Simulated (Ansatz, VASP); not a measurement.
One calculation of Ta, two programs

INCAR

```
  PREC = Accurate
  ENCUT = 520
  EDIFF = 1E-7
  ISMEAR = -1
  SIGMA = 0.03
  LREAL = False
  LASPH = True
  NELM = 100
  ALGO = Normal
  ISIF = 2
  LWAVE = False
  LCHARG = True
  GGA = PE
  LELF = True
  LVHAR = True
  NBANDS = 12
```

KPOINTS

```
Automatic mesh
0
Gamma
  13 13 13
```

POSCAR

```
Ta
1.0
    2.7596491006      0.0000000000      0.0000000000
    0.0000000000      2.7596491006      0.0000000000
    0.0000000000      0.0000000000      2.7596491006
Ta
1
Direct
    0.0000000000      0.0000000000      0.0000000000
```

Input for Ansatz:

```yaml
crystal:
  lattice:
    - [2.7596491006, 0.0, 0.0]
    - [0.0, 2.7596491006, 0.0]
    - [0.0, 0.0, 2.7596491006]
  atoms:
    - { symbol: Ta, position: [0.0, 0.0, 0.0] }
kpoints:
  mp_grid: { grid: [13, 13, 13] }
scf:
  occupations: { method: fermi_dirac, width: 0.03 }
hamiltonian:
  xc: pbe
  pseudopotentials: { kind: all_electron, lapw: { basis_error: 0.0005 } }
output:
  forces: true
  stress: true
  eigenvalues: true
```

Change from the starting cell: volume scaled by 1.02.

Alike in both runs: task single point; functional PBE; k mesh 13 × 13 × 13; occupations fermi-dirac, width 0.03 eV; no spin polarisation.

|  | VASP | Ansatz |
| --- | --- | --- |
| version | VASP 6.6.1 | Ansatz 0.2.0 |
| potentials or method | VASP PAW PBE potentials, release 64 (Ta_pv), cutoff 520 eV | all-electron LAPW, scalar-relativistic |

VASP gave:

* pressure (GPa): -2.7

**Question.** Which values does Ansatz return?

**Answer.** Pressure (GPa): -2.8.

Ansatz ran all-electron here, and VASP with PAW potentials.

Spin-orbit coupling is off throughout.
